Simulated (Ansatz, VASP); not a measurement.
# One calculation of SbP, two programs

File INCAR:

```
PREC = Accurate
ENCUT = 500
EDIFF = 1E-6
ISMEAR = 0
SIGMA = 0.05
LREAL = False
LASPH = True
NELM = 120
ALGO = Normal
ISIF = 2
LWAVE = False
LCHARG = True
GGA = PE
LELF = True
LVHAR = True
NBANDS = 12
GGA_COMPAT = False
```

File KPOINTS:

```
regular mesh
0
Gamma
  6 6 6
```

The input POSCAR:

```
SbP
1.0
    0.0000000000      2.9101917669      2.9101917669
    2.9101917669      0.0000000000      2.9101917669
    2.9101917669      2.9101917669      0.0000000000
Sb P
1 1
Direct
    0.0000000000      0.0000000000      0.0000000000
    0.2500000000      0.2500000000      0.2500000000
```

Input for Ansatz:

```yaml
crystal:
  lattice:
    - [0.0, 2.9101917669, 2.9101917669]
    - [2.9101917669, 0.0, 2.9101917669]
    - [2.9101917669, 2.9101917669, 0.0]
  atoms:
    - { symbol: Sb, position: [0.0, 0.0, 0.0] }
    - { symbol: P, position: [0.25, 0.25, 0.25] }
basis:
  ecutwfc: 420
kpoints:
  mp_grid: { grid: [6, 6, 6] }
hamiltonian:
  xc: pbe
scf:
  occupations: { method: gaussian, width: 0.05 }
output:
  forces: true
  stress: true
  eigenvalues: true
```

Alike in both runs: task single point; functional PBE; k mesh 6 × 6 × 6; occupations gaussian, width 0.05 eV; no spin polarisation.

```csv
,VASP,Ansatz
version,VASP 6.6.1,Ansatz 0.2.0
potentials or method,"VASP PAW PBE potentials, release 64 (Sb, P), cutoff 500 eV","scalar-relativistic, plane waves, PAW"
valence electrons in the cell,10,20
```

|  | VASP | Ansatz | Ansatz less VASP |
| --- | --- | --- | --- |
| gap on the k mesh at the Fermi level (eV) | none | none | - |
| pressure (GPa) | 17.0 | 16.8 | -0.20 |

A gap of «none» marks a metal or a gap that the smearing closes. VASP's potentials hold 10 valence electrons a cell and Ansatz's 20, so a difference there can come from the potentials and not from the codes.

Spin-orbit coupling is off throughout.
